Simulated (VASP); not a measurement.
A run of VASP 6.6.1:

POSCAR

```
IrS
1.0
    0.0000000000      2.4768135137      2.4768135137
    2.4768135137      0.0000000000      2.4768135137
    2.4768135137      2.4768135137      0.0000000000
Ir S
1 1
Direct
    0.5000000000      0.5000000000      0.5000000000
    0.0000000000      0.0000000000      0.0000000000
```

The input INCAR.step1:

```
PREC = Accurate
ENCUT = 620
ISMEAR = 0
SIGMA = 0.05
LREAL = False
LASPH = True
NELM = 120
NBANDS = 18
GGA = PE
ALGO = Normal
EDIFF = 1E-5
LWAVE = True
LCHARG = False
GGA_COMPAT = False
```

The input INCAR.step2:

```
PREC = Accurate
ENCUT = 620
EDIFF = 1E-6
ISMEAR = 0
SIGMA = 0.05
LREAL = False
LASPH = True
NELM = 120
ALGO = Normal
ISIF = 2
LWAVE = False
LCHARG = False
METAGGA = R2SCAN
LMIXTAU = True
NBANDS = 18
ISTART = 1
GGA_COMPAT = False
```

File KPOINTS:

```
Automatic mesh
0
Gamma
  12 12 12
```

Potentials or basis: VASP PAW PBE potentials, release 64 (Ir_sv_GW, S).

Launch:

```sh
$ cat potpaw_PBE.64/Ir_sv_GW/POTCAR potpaw_PBE.64/S/POTCAR > POTCAR
$ cp INCAR.step1 INCAR
$ mpirun -np 1 vasp_std > vasp.out
$ cp INCAR.step2 INCAR
$ mpirun -np 1 vasp_std > vasp.out
```

Hardware: 1 thread of AMD EPYC 7R13 Processor (Zen 3), on a shared host.

Q: Estimate the wall time of this run.

A: Wall time 2.5 min on 1 thread of AMD EPYC 7R13 Processor (Zen 3), with other jobs on the host, peak memory 0.18 GiB. Counts: k points 72.
